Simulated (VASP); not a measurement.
MgB2, 3 atoms in the cell. Symmetry: P6/mmm, No. 191, hexagonal system. The conventional cell has a = 3.085 Å, b = 3.085 Å, c = 3.558 Å, α = 90.00°, β = 90.00°, γ = 120.00°. Mg (site symmetry 6/mmm) has 12 B at 2.52 Å and 6 Mg at 3.09 Å within 3.3 Å. Within 2.4 Å of B (site symmetry -6m2) lie 3 B at 1.78 Å.  This cell differs from its parent crystal: zz strain of +1 %.

* Program: VASP 6.6.1
* Task: electric field gradients
* Functional: PBE
* Potentials or basis: VASP PAW PBE potentials, release 64 (Mg, B)
* Cutoff: 520 eV
* k mesh: 12 × 12 × 9
* Occupations: fermi-dirac, width 0.05 eV
* Spin: no spin polarisation
* Dipole correction: no
* Further INCAR settings: ALGO = Normal; EDIFF = 1e-08; NBANDS = 11

Potentials or basis: VASP PAW PBE potentials, release 64 (Mg, B).

The run is started by

```sh
$ cat potpaw_PBE.64/Mg/POTCAR potpaw_PBE.64/B/POTCAR > POTCAR
$ mpirun -np 1 vasp_std > vasp.out
```

Hardware: 1 thread of Intel(R) Xeon(R) Platinum 8375C CPU @ 2.90GHz (Ice Lake), on a shared host.

Problem. Estimate the wall time of this run.

Solution. Wall time 32 s on 1 thread of Intel(R) Xeon(R) Platinum 8375C CPU @ 2.90GHz (Ice Lake), on a shared host, peak memory 0.16 GiB. Counts: scf iterations 14, k points 95.
